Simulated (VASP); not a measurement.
# Li12NO in VASP: single point with PBE

Aim: the single point of Li12NO with PBE.

All numbers are computed with VASP 6.6.1; they aren't measurements. Logs are shortened: lines on timing, memory, paths and dates and some standing lists are left out, and cuts for length are marked.

## 1. The cell of the first run

The cell holds a slab with vacuum, 14 atoms: a = 5.945 Å, b = 5.945 Å, c = 22.683 Å, α = 90.00°, β = 90.00°, γ = 109.47°.

## 2. Single point, PBE, collinear spin, ferromagnetic start

INCAR

```
SYSTEM = Li12NO
PREC     = Accurate       ! precision mode
ENCUT    = 520            ! plane-wave cutoff, eV
EDIFF    = 1E-6           ! SCF threshold, eV
ISMEAR   = 0              ! smearing method
SIGMA    = 0.1            ! smearing width, eV
LREAL    = .False.        ! projectors in reciprocal space
LASPH    = .True.         ! aspherical terms in the spheres
NELM     = 150            ! most SCF steps
ALGO     = Normal         ! electronic algorithm
ISIF     = 2              ! what is computed and relaxed
LWAVE    = .False.        ! write WAVECAR
LCHARG   = .False.        ! write CHGCAR
ISPIN    = 2              ! spin polarisation
MAGMOM   = 0 0 0 0 0 0 0 0 0 0 0 0 1 0 ! initial moments
LORBIT   = 11             ! projections on sites
LDIPOL   = .True.       
IDIPOL   = 3            
DIPOL    = 0.5 0.5 0.313
GGA      = PE             ! functional
NBANDS   = 40             ! bands
KPAR     = 4
```

KPOINTS

```
regular mesh
0
Gamma
  5 5 1
  0 0 0
```

POSCAR

```
Li12NO
1.0
    5.9451735978      0.0000000000      0.0000000000
   -1.9817245326      5.6051634218      0.0000000000
    0.0000000000      0.0000000000     22.6831262891
Li N O
12 1 1
Direct
    0.2500000000      0.2500000000      0.1763425354
    0.2500000000      0.7500000000      0.1763425354
    0.7500000000      0.2500000000      0.1763425354
    0.7500000000      0.7500000000      0.1763425354
    0.0000000000      0.0000000000      0.2794233694
    0.0000000000      0.5000000000      0.2794233694
    0.5000000000      0.0000000000      0.2794233694
    0.5000000000      0.5000000000      0.2794233694
    0.2500000000      0.2500000000      0.3828011262
    0.2500000000      0.7500000000      0.3828011262
    0.7500000000      0.2500000000      0.3828011262
    0.7500000000      0.7500000000      0.3828011262
    0.9166666667      0.5833333333      0.4890475038
    1.0026111694      0.6692778360      0.5340990528
```

Potentials or basis: VASP PAW PBE potentials, release 64 (Li_sv, N, O).

Run with:

```
cat potpaw_PBE.64/Li_sv/POTCAR potpaw_PBE.64/N/POTCAR potpaw_PBE.64/O/POTCAR > POTCAR
mpirun -np 4 vasp_std > vasp.out
```

OUTCAR:

```text
SYSTEM = Li12NO
   PREC = Accurate
   ENCUT = 520
   EDIFF = 1E-6
   ISMEAR = 0
   LREAL = .False.
   LASPH = .True.
   NELM = 150
   ISIF = 2
   ISPIN = 2
   LORBIT = 11
   GGA = PE

 ion  position               nearest neighbor table
   1  0.250  0.250  0.176-
   2  0.250  0.750  0.176-
   3  0.750  0.250  0.176-
   4  0.750  0.750  0.176-
   5  0.000  0.000  0.279-
   6  0.000  0.500  0.279-
   7  0.500  0.000  0.279-
   8  0.500  0.500  0.279-
   9  0.250  0.250  0.383-
  10  0.250  0.750  0.383-
  11  0.750  0.250  0.383-
  12  0.750  0.750  0.383-
  13  0.917  0.583  0.489-  14 1.18
  14  0.003  0.669  0.534-  13 1.18

  LATTYP: Found a base centered orthorhombic cell.
 ALAT       =     6.8648951542
 B/A-ratio  =     1.4142135624
 C/A-ratio  =     3.3042203529

  Lattice vectors:

 A1 = (   5.9451735978,   0.0000000000,   0.0000000000)
 A2 = (  -1.9817245326,   5.6051634218,   0.0000000000)
 A3 = (   0.0000000000,   0.0000000000,  22.6831262891)

Analysis of symmetry for initial positions (statically):
=====================================================================
 Subroutine PRICEL returns:
 Original cell was already a primitive cell.

 Routine SETGRP: Setting up the symmetry group for a
 base centered orthorhombic supercell.

 Subroutine GETGRP returns: Found  1 space group operations
 (whereof  1 operations were pure point group operations)
 out of a pool of  8 trial point group operations.

The static configuration has the point symmetry C_1 .

Analysis of symmetry for dynamics (positions and initial velocities):
=====================================================================
 Subroutine PRICEL returns:
 Original cell was already a primitive cell.

 Routine SETGRP: Setting up the symmetry group for a
 base centered orthorhombic supercell.

 Subroutine GETGRP returns: Found  1 space group operations
 (whereof  1 operations were pure point group operations)
 out of a pool of  8 trial point group operations.

The dynamic configuration has the point symmetry C_1 .

Analysis of structural, dynamic, and magnetic symmetry:
=====================================================================
 Subroutine PRICEL returns:
 Original cell was already a primitive cell.

 Routine SETGRP: Setting up the symmetry group for a
 base centered orthorhombic supercell.

 Subroutine GETGRP returns: Found  1 space group operations
 (whereof  1 operations were pure point group operations)
 out of a pool of  8 trial point group operations.

The overall configuration has the point symmetry C_1 .

 Subroutine INISYM returns: Found  1 space group operations
 (whereof  1 operations are pure point group operations),
 and found     1 'primitive' translations

----------------------------------------------------------------------------------------

                                     Primitive cell

  volume of cell :     755.8850

  direct lattice vectors                    reciprocal lattice vectors
     5.945173598  0.000000000  0.000000000     0.168203667  0.059468977  0.000000000
    -1.981724533  5.605163422  0.000000000     0.000000000  0.178406930  0.000000000
     0.000000000  0.000000000 22.683126289     0.000000000  0.000000000  0.044085634

  length of vectors
     5.945173598  5.945173598 22.683126289     0.178406930  0.178406930  0.044085634

  position of ions in fractional coordinates (direct lattice)
     0.250000000  0.250000000  0.176342535
     0.250000000  0.750000000  0.176342535
     0.750000000  0.250000000  0.176342535
     0.750000000  0.750000000  0.176342535
     0.000000000  0.000000000  0.279423369
     0.000000000  0.500000000  0.279423369
     0.500000000  0.000000000  0.279423369
     0.500000000  0.500000000  0.279423369
     0.250000000  0.250000000  0.382801126
     0.250000000  0.750000000  0.382801126
     0.750000000  0.250000000  0.382801126
     0.750000000  0.750000000  0.382801126
[... 85 lines left out ...]
   ISIF   =      2    stress and relaxation
   ISYM   =      2    0-nonsym 1-usesym 2-fastsym
   POTIM  = 0.5000    time-step for ionic-motion
   TEBEG  =    0.0;   TEEND  =   0.0 temperature during run
   PSTRESS=    0.0 pullay stress
   NELECT =      47.0000    total number of electrons
   NUPDOWN=      -1.0000    fix difference up-down
   EMIN   =  10.00;   EMAX   =-10.00  energy-range for DOS
   EFERMI =   0.00;   METHOD = LEGACY
   ISMEAR =     0;   SIGMA  =   0.10  broadening in eV -4-tet -1-fermi 0-gaus
   EFERMI_NEDOS =   21; number of points for ismear=-14 and -15
   IALGO  =     38    algorithm
   IMIX   =      4    mixing-type and parameters
     AMIX     =   0.40;   BMIX     =  1.00
     AMIX_MAG =   1.60;   BMIX_MAG =  1.00
  volume/ion in A,a.u.               =      53.99       364.35
  Fermi-wavevector in a.u.,A,eV,Ry     =   0.648568  1.225616  5.723161  0.420640
  Thomas-Fermi vector in A             =   1.717243
   LORBIT       =     11    0 simple, 1 ext, 2 COOP (PROOUT), +10 PAW based schemes
   GGA     = PE    functional components
   LHFCALC =     F    Hartree Fock is set to
   AEXX    =    0.0000 exact exchange contribution
   IVDW    =     0    specifies the selected vdW correction
   LEPSILON=     F    determine dielectric tensor
   LRPA    =     F    only Hartree local field effects (RPA)
 spin polarized calculation
 Gauss-broadening in eV      SIGMA  =   0.10
  energy-cutoff  :      520.00
  volume of cell :      755.89
 maximum number of plane-waves:     20388
 NGX is ok and might be reduce to    48
   NGX = 23   NGY = 23   NGZ = 85

 dipolmoment           0.000000      0.000000     -0.008754 electrons x Angstroem

 number of electron      47.0000036 magnetization       0.0002896

 dipolmoment           0.000000      0.000000      0.160230 electrons x Angstroem

 Free energy of the ion-electron system (eV)
  ---------------------------------------------------
  ext. energy  EPLUGINS =         0.00000000
  ---------------------------------------------------
  free energy    TOTEN  =       -33.46778387 eV

  energy without entropy =      -33.39591795  energy(sigma->0) =      -33.43185091

 E-fermi :  -2.0519     XC(G=0):  -3.2867

 val. band max:       -2.0568663609   @ k =   0.2000   0.4000   0.0000
 cond. band min:      -2.0500002379   @ k =   0.2000  -0.4000   0.0000
 fundamental gap:      0.0068661230
 Fermi energy:        -2.0519027821

 spin component 1

 k-point     1 :       0.0000    0.0000    0.0000
  band No.  band energies     occupation
      1     -49.0887      1.00000
      2     -49.0359      1.00000
      3     -48.9936      1.00000
      4     -48.9876      1.00000
      5     -48.9794      1.00000
      6     -48.9626      1.00000
[... 483 lines left out ...]
     34       1.4227      0.00000
     35       1.4297      0.00000
 Fermi energy:        -2.0519027821

 spin component 2

 k-point     1 :       0.0000    0.0000    0.0000
  band No.  band energies     occupation
      1     -49.0887      1.00000
      2     -49.0359      1.00000
      3     -48.9936      1.00000
      4     -48.9876      1.00000
      5     -48.9794      1.00000
      6     -48.9626      1.00000
[... 483 lines left out ...]
     34       1.4228      0.00000
     35       1.4298      0.00000
 [bands above 35 left out]

------------------------ aborting loop because EDIFF is reached ----------------------------------------

 vacuum level on the upper side and lower side of the slab       (xc-potential included)         0.353        -0.491

  FORCE on cell =-STRESS in cart. coord.  units (eV):
  Direction    XX          YY          ZZ          XY          YZ          ZX
  --------------------------------------------------------------------------------------
  -------------------------------------------------------------------------------------
  Total        0.4698741     -0.2522966     -1.1478337     -0.6739121      0.1786097      0.0899371
  in kB        0.9959473     -0.5347690     -2.4329537     -1.4284271      0.3785820      0.1906311
  external PRESSURE =      -0.6572585 kB  Pullay stress =       0.0000000 kB

 VOLUME and BASIS-vectors are now :
 -----------------------------------------------------------------------------
  energy-cutoff  :      520.00
  volume of cell :      755.89
      direct lattice vectors                 reciprocal lattice vectors
     5.945173598  0.000000000  0.000000000     0.168203667  0.059468977  0.000000000
    -1.981724533  5.605163422  0.000000000     0.000000000  0.178406930  0.000000000
     0.000000000  0.000000000 22.683126289     0.000000000  0.000000000  0.044085634

 POSITION                                       TOTAL-FORCE (eV/Angst)
 -----------------------------------------------------------------------------------
      0.99086      1.40129      4.00000         0.000434     -0.016691     -0.007337
      0.00000      4.20387      4.00000         0.001044      0.020870      0.006265
      3.96345      1.40129      4.00000         0.004491      0.002892     -0.020245
      2.97259      4.20387      4.00000        -0.006284     -0.007348     -0.009476
      0.00000      0.00000      6.33820        -0.008158     -0.017660      0.022932
     -0.99086      2.80258      6.33820         0.001895      0.009045     -0.028856
      2.97259      0.00000      6.33820         0.003974      0.024058      0.023079
      1.98172      2.80258      6.33820         0.000722     -0.014025      0.019074
      0.99086      1.40129      8.68313        -0.039836     -0.009559      0.034367
      0.00000      4.20387      8.68313        -0.072203     -0.045704      0.161360
      3.96345      1.40129      8.68313         0.049469      0.142415      0.221341
      2.97259      4.20387      8.68313         0.123913     -0.062730      0.245803
      4.29374      3.26968     11.09313        -0.286832     -0.268485     -1.310327
     -1.31080      3.75141     12.11504         0.227371      0.242922      0.642020
 -----------------------------------------------------------------------------------
    total drift:                               -0.000257     -0.000359      0.003088

  FREE ENERGIE OF THE ION-ELECTRON SYSTEM (eV)
  ---------------------------------------------------
  free  energy   TOTEN  =       -33.4677838750 eV

  energy  without entropy=      -33.3959179450  energy(sigma->0) =      -33.43185091

 vacuum level on the upper side and lower side of the slab         2.057         1.187

 total charge

# of ion       s       p       d       tot
------------------------------------------
    1        2.035   0.035   0.000   2.070
    2        2.035   0.035   0.000   2.070
    3        2.036   0.034   0.000   2.070
    4        2.035   0.035   0.000   2.070
    5        2.032   0.044   0.000   2.076
    6        2.032   0.045   0.000   2.077
    7        2.031   0.045   0.000   2.076
    8        2.031   0.045   0.000   2.077
    9        2.034   0.034   0.000   2.068
   10        2.033   0.035   0.000   2.068
   11        2.032   0.033   0.000   2.065
   12        2.033   0.034   0.000   2.067
   13        1.330   2.332   0.000   3.662
   14        1.612   3.443   0.000   5.055
--------------------------------------------------
tot         27.341   6.230   0.000  33.571

 magnetization (x)

# of ion       s       p       d       tot
------------------------------------------
    1        0.000   0.000   0.000   0.000
    2        0.000   0.000   0.000   0.000
    3       -0.000   0.000   0.000   0.000
    4        0.000   0.000   0.000   0.000
    5        0.000  -0.000   0.000   0.000
    6        0.000   0.000   0.000   0.000
    7        0.000  -0.000   0.000  -0.000
    8        0.000   0.000   0.000   0.000
    9       -0.000   0.000   0.000  -0.000
   10       -0.000   0.000   0.000  -0.000
   11       -0.000  -0.000   0.000  -0.000
   12       -0.000   0.000   0.000  -0.000
   13        0.000   0.000   0.000   0.000
   14       -0.000   0.000   0.000   0.000
--------------------------------------------------
tot          0.000   0.000   0.000   0.000
```

Wall time 23 min (4 MPI ranks of Intel Xeon Platinum 8488C (Sapphire Rapids), shared host); peak memory 1.6 GiB.

Results:

```yaml
Free_energy: -33.4678 eV
Largest_force: 1.368 eV/Å
Net_moment: 0.00 μB per cell
Valence_electrons_inside_the_program's_atomic_spheres: Li 2.07, 2.08, 2.06 (each value once); N 3.66; O 5.05
```

Forces in eV/Å, atoms in the order of the input:
```
Li   0.000 -0.017 -0.007
Li   0.001  0.021  0.006
Li   0.004  0.003 -0.020
Li  -0.006 -0.007 -0.009
Li  -0.008 -0.018  0.023
Li   0.002  0.009 -0.029
Li   0.004  0.024  0.023
Li   0.001 -0.014  0.019
Li  -0.040 -0.010  0.034
Li  -0.072 -0.046  0.161
Li   0.049  0.142  0.221
Li   0.124 -0.063  0.246
N   -0.287 -0.268 -1.310
O    0.227  0.243  0.642
```

Caveat: the cutoff is under 1.25 times the usual one of these potentials, so pressure, stress and relaxed cells hold a basis-set (Pulay) error; the standard files for N, O and F lose accuracy on very short bonds.
